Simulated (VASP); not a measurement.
The system is Ir.

```
Ir
1.0
     0.00000    1.92696    1.92696
     1.92696    0.00000    1.92696
     1.92696    1.92696    0.00000
Ir
1
Direct
  0.00000 0.00000 0.00000
```

* Program: VASP 6.6.1
* Task: relaxation of cell and atoms
* Functional: PBEsol
* Potentials or basis: VASP PAW PBE potentials, release 64 (Ir)
* Cutoff: 600 eV
* k mesh: 18 × 18 × 18
* Occupations: gaussian, width 0.1 eV
* Spin: no spin polarisation

At the start: pressure -5.9 GPa; volume 14.31 Å³/atom.

Q: Where does the relaxation end?

A: Over 4 steps the energy falls by 4.2 meV/atom and the volume is 14.09 Å³/atom (-1.6 %); space group Fm-3m (No. 225, to 0.05 Å).

Step by step:
```
step  energy change (eV)  largest force (eV/Å)  pressure (GPa)  volume (Å³)
   1              0.0000                0.0000           -5.89        14.31
   2              0.0644                0.0000           27.92        13.25
   3             -0.0042                0.0000           -0.16        14.09
   4             -0.0042                0.0000           -0.01        14.09
```

Final structure:
```
Ir
1.0
     0.00000    1.91690    1.91690
     1.91690    0.00000    1.91690
     1.91690    1.91690    0.00000
Ir
1
Cartesian
  1.9169 0.0000 1.9169
```

Caveat: the PAW data sets were made with another functional, which shifts forces and pressure a little.
